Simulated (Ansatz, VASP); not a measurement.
Si: VASP beside Ansatz

```xyz
10
Lattice="3.8678 0.0000 0.0000 -1.9339 3.3496 0.0000 0.0000 0.0000 27.4217" Properties=species:S:1:pos:R:3 pbc="T T T"
Si    0.0000    0.0000    7.1565
Si    1.9339    1.1165    7.7843
Si    1.9339    1.1165   10.1709
Si    0.0000    2.2331   10.9426
Si    0.0000    2.2331   13.3177
Si    0.0000    0.0000   14.1041
Si    0.0000    0.0000   16.4792
Si    1.9339    1.1165   17.2508
Si    1.9339    1.1165   19.6375
Si    0.0000    2.2331   20.2653
```

Alike in both runs: functional PBE; k mesh 9 × 9 × 1; occupations gaussian, width 0.03 eV; no spin polarisation.

Ansatz relaxed the structure, and its values are those at the end. VASP's run is a single point on that final structure, the one shown.

```csv
,VASP,Ansatz
version,VASP 6.6.1,Ansatz 0.2.0
potentials or method,"VASP PAW PBE potentials, release 64 (Si), cutoff 400 eV","scalar-relativistic, plane waves, PAW"
valence electrons in the cell,40,40
```

|  | VASP | Ansatz | Ansatz less VASP |
| --- | --- | --- | --- |
| gap on the k mesh at the Fermi level (eV) | none | none | - |
| rms of the force components (eV/Å) | 0.004 | 0.003 | -0.0004 |

A gap of «none» marks a metal or a gap that the smearing closes. Ansatz's warnings: structure snapped to symmetry, xc potential rough in thin density.
